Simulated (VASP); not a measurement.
# Pb (Im-3m) in VASP: further runs, part 2 of 2

VASP 6.6.1. The steps go on from the part before.

### Step 3. Single point, PBE

This run uses another cell than the first one, of 31.65 Å³/atom.

File INCAR:

```
PREC     = Accurate       # precision mode
ENCUT    = 520            # plane-wave cutoff, eV
EDIFF    = 1E-6           # SCF threshold, eV
ISMEAR   = -1             # smearing method
SIGMA    = 0.05           # smearing width, eV
LREAL    = False          # projectors in reciprocal space
LASPH    = True           # aspherical terms in the spheres
NELM     = 60             # most SCF steps
ALGO     = Fast           # electronic algorithm
ISIF     = 2              # what is computed and relaxed
LWAVE    = False          # write WAVECAR
LCHARG   = False          # write CHGCAR
GGA      = PE             # functional
NBANDS   = 13             # bands
```

File KPOINTS:

```
Automatic mesh
0
Gamma
  9 9 9
```

File POSCAR:

```
Pb
1.0
   -1.9926193835      1.9926193835      1.9926193835
    1.9926193835     -1.9926193835      1.9926193835
    1.9926193835      1.9926193835     -1.9926193835
Pb
1
Direct
    0.0000000000      0.0000000000      0.0000000000
```

Potentials or basis: VASP PAW PBE potentials, release 64 (Pb_d).

Started as:

```bash
> cat potpaw_PBE.64/Pb_d/POTCAR > POTCAR
> mpirun -np 1 vasp_std > vasp.out
```

OUTCAR:

```text
PREC = Accurate
   ENCUT = 520
   EDIFF = 1E-6
   ISMEAR = -1
   LREAL = False
   LASPH = True
   NELM = 60
   ISIF = 2
   GGA = PE

 ion  position               nearest neighbor table
   1  0.000  0.000  0.000-

  LATTYP: Found a body centered cubic cell.
 ALAT       =     3.9852387670

  Lattice vectors:

 A1 = (  -1.9926193835,   1.9926193835,   1.9926193835)
 A2 = (   1.9926193835,  -1.9926193835,   1.9926193835)
 A3 = (   1.9926193835,   1.9926193835,  -1.9926193835)

Analysis of symmetry for initial positions (statically):
=====================================================================
 Subroutine PRICEL returns:
 Original cell was already a primitive cell.

 Routine SETGRP: Setting up the symmetry group for a
 body centered cubic supercell.

 Subroutine GETGRP returns: Found 48 space group operations
 (whereof 48 operations were pure point group operations)
 out of a pool of 48 trial point group operations.

The static configuration has the point symmetry O_h .

Analysis of symmetry for dynamics (positions and initial velocities):
=====================================================================
 Subroutine PRICEL returns:
 Original cell was already a primitive cell.

 Routine SETGRP: Setting up the symmetry group for a
 body centered cubic supercell.

 Subroutine GETGRP returns: Found 48 space group operations
 (whereof 48 operations were pure point group operations)
 out of a pool of 48 trial point group operations.

The dynamic configuration has the point symmetry O_h .

 Subroutine INISYM returns: Found 48 space group operations
 (whereof 48 operations are pure point group operations),
 and found     1 'primitive' translations

----------------------------------------------------------------------------------------

                                     Primitive cell

[... 109 lines left out ...]
  volume/ion in A,a.u.               =      31.65       213.56
  Fermi-wavevector in a.u.,A,eV,Ry     =   1.247402  2.357248 21.170831  1.556012
  Thomas-Fermi vector in A             =   2.381536
   LORBIT       =      0    0 simple, 1 ext, 2 COOP (PROOUT), +10 PAW based schemes
   GGA     = PE    functional components
   LHFCALC =     F    Hartree Fock is set to
   AEXX    =    0.0000 exact exchange contribution
   IVDW    =     0    specifies the selected vdW correction
   LEPSILON=     F    determine dielectric tensor
   LRPA    =     F    only Hartree local field effects (RPA)
 non-spin polarized calculation
 RMM-DIIS sequential band-by-band and
  energy-cutoff  :      520.00
  volume of cell :       31.65
 maximum number of plane-waves:       887
 NGX is ok and might be reduce to    28
   NGX = 13   NGY = 13   NGZ = 13

 number of electron      13.9999998 magnetization

 Free energy of the ion-electron system (eV)
  ---------------------------------------------------
  ext. energy  EPLUGINS =         0.00000000
  ---------------------------------------------------
  free energy    TOTEN  =        -3.50597611 eV

  energy without entropy =       -3.49941395  energy(sigma->0) =       -3.50269503

 E-fermi :   6.8495     XC(G=0):  -9.9879

 val. band max:        6.7588163458   @ k =   0.3333   0.2222   0.0000
 cond. band min:       6.9285970160   @ k =  -0.2222   0.3333   0.1111
 fundamental gap:      0.1697806703
 Fermi energy:         6.8494756875

 k-point     1 :       0.0000    0.0000    0.0000
  band No.  band energies     occupation
      1     -10.2983      2.00000
      2     -10.2983      2.00000
      3     -10.2983      2.00000
      4     -10.0859      2.00000
      5     -10.0859      2.00000
      6      -4.6676      2.00000
      7      14.0776      0.00000
      8      14.0776      0.00000
      9      14.0776      0.00000
     10      17.8565      0.00000
     11      17.8565      0.00000
     12      17.8565      0.00000
     13      18.0325      0.00000
[... 354 lines left out ...]
  band No.  band energies     occupation
      1     -10.2944      2.00000
      2     -10.2449      2.00000
      3     -10.1574      2.00000
      4     -10.1018      2.00000
      5      -9.9786      2.00000
      6      -0.5957      2.00000
      7       3.7125      2.00000
      8       7.4847      0.00001
      9      11.2297      0.00000
     10      15.4662      0.00000
     11      16.8647      0.00000
     12      17.6891      0.00000
     13      19.3855      0.00000

 [... further k-points ...]
[... 5 lines left out ...]
  --------------------------------------------------------------------------------------
  -------------------------------------------------------------------------------------
  Total       -0.0013210     -0.0013210     -0.0013210      0.0000000      0.0000000     -0.0000000
  in kB       -0.0668777     -0.0668777     -0.0668777      0.0000000      0.0000000     -0.0000000
  external PRESSURE =      -0.0668777 kB  Pullay stress =       0.0000000 kB

 VOLUME and BASIS-vectors are now :
 -----------------------------------------------------------------------------
  energy-cutoff  :      520.00
  volume of cell :       31.65
      direct lattice vectors                 reciprocal lattice vectors
    -1.992619383  1.992619383  1.992619383     0.000000000  0.250925994  0.250925994
     1.992619383 -1.992619383  1.992619383     0.250925994  0.000000000  0.250925994
     1.992619383  1.992619383 -1.992619383     0.250925994  0.250925994  0.000000000

 POSITION                                       TOTAL-FORCE (eV/Angst)
 -----------------------------------------------------------------------------------
      0.00000      0.00000      0.00000        -0.000000      0.000000      0.000000
 -----------------------------------------------------------------------------------
    total drift:                               -0.000000     -0.000000     -0.000000

  FREE ENERGIE OF THE ION-ELECTRON SYSTEM (eV)
  ---------------------------------------------------
  free  energy   TOTEN  =        -3.5059761100 eV

  energy  without entropy=       -3.4994139489  energy(sigma->0) =       -3.50269503
```

Run time: 30 s. Hardware: 1 thread of Intel Xeon 8259CL, shared host; peak memory 0.16 GiB.

Results:

```
Free energy            : -3.5060 eV
Pressure               : 0.0 GPa
Band gap on the k mesh : zero (bands 7 and 8 overlap by 9.22 eV)
```

Caveat: spin-orbit coupling is left out, which moves the levels of the heavy elements.

### Step 4. Single point, RPBE

File INCAR:

```
SYSTEM = Pb
ALGO = Normal
EDIFF = 1E-6
ENCUT = 520
GGA = RP
ISIF = 2
ISMEAR = -1
LASPH = .True.
LCHARG = .False.
LREAL = .False.
LWAVE = .False.
NBANDS = 13
NELM = 80
PREC = Accurate
SIGMA = 0.05
```

File KPOINTS:

```
k-points
0
Gamma
  9 9 9
  0 0 0
```

File POSCAR:

```
Pb
1.0
   -1.9796595667      1.9796595667      1.9796595667
    1.9796595667     -1.9796595667      1.9796595667
    1.9796595667      1.9796595667     -1.9796595667
Pb
1
Direct
    0.0000000000      0.0000000000      0.0000000000
```

Started as:

```bash
> cat potpaw_PBE.64/Pb_d/POTCAR > POTCAR
> mpirun -np 1 vasp_std > vasp.out
```

Wall time 20 s (1 thread of Intel Xeon 8259CL, shared host); peak memory 0.16 GiB.

The run converged. Its results:

| Quantity | Value |
| --- | --- |
| Free energy | -3.1059 eV |
| Pressure | 2.3 GPa |
| Band gap on the k mesh | zero (bands 7 and 8 overlap by 9.47 eV) |

Levels at points of the mesh, in eV from the Fermi level:
```csv
k point,band 4,band 5,band 6,band 7,band 8,band 9,band 10,band 11
"(0.00, 0.00, 0.00)",-17.02,-17.02,-11.65,7.42,7.42,7.42,11.00,11.00
```

Caveat: the PAW data sets were made with another functional, which shifts forces and pressure a little; spin-orbit coupling is left out, which moves the levels of the heavy elements.

### Step 5. Single point, revPBE

File INCAR:

```
  ALGO = Fast
  EDIFF = 1E-7
  ENCUT = 520
  GGA = RE
  ISIF = 2
  ISMEAR = -1
  LASPH = True
  LCHARG = True
  LELF = True
  LREAL = False
  LVHAR = True
  LWAVE = False
  NBANDS = 13
  NELM = 80
  PREC = Accurate
  SIGMA = 0.05
```

File KPOINTS:

```
k-points
0
Gamma
  9 9 9
```

POSCAR is that of step 4.

Started as:

```bash
> cat potpaw_PBE.64/Pb_d/POTCAR > POTCAR
> mpirun -np 1 vasp_std > vasp.out
```

Wall time 37 s (1 thread of Intel Xeon 8259CL, shared host); peak memory 0.16 GiB.

Results (log left out):

```
Free energy            : -3.1755 eV
Pressure               : 1.8 GPa
Band gap on the k mesh : zero (bands 7 and 8 overlap by 9.46 eV)
```

Levels at points of the mesh, in eV from the Fermi level:
```csv
k point,band 5,band 6,band 7,band 8,band 9,band 10
"(0.00, 0.00, 0.00)",-17.00,-11.65,7.41,7.41,7.41,11.01
```

Caveat: the PAW data sets were made with another functional, which shifts forces and pressure a little; spin-orbit coupling is left out, which moves the levels of the heavy elements.

### Step 6. The runs side by side

| level | cell | smearing | gap on the mesh (eV) | pressure (GPa) |
| --- | --- | --- | --- | --- |
| PBE | a = 3.429 Å, angles 109.5°, 1 atom | gaussian 0.011 eV | none | 0.7 |
| PBE | a = 3.451 Å, angles 109.5°, 1 atom | fermi-dirac 0.05 eV | none | 0.0 |
| RPBE | a = 3.429 Å, angles 109.5°, 1 atom | fermi-dirac 0.05 eV | none | 2.3 |
| revPBE | a = 3.429 Å, angles 109.5°, 1 atom | fermi-dirac 0.05 eV | none | 1.8 |

Alike in all rows: task single point; potentials or basis VASP PAW PBE potentials, release 64 (Pb_d); no spin polarisation; k mesh 9 × 9 × 9; cutoff (eV) 520.

The pressure there spans 0.7 GPa (PBE) to 2.3 GPa (RPBE); a positive pressure means that this level wants a larger cell, a negative one a smaller.

Caveats: spin-orbit coupling is left out, which moves the levels of the heavy elements; the PAW data sets were made with another functional, which shifts forces and pressure a little (at least some runs).

Total energies depend on the potentials used, so only differences within one code and one set of settings carry meaning.
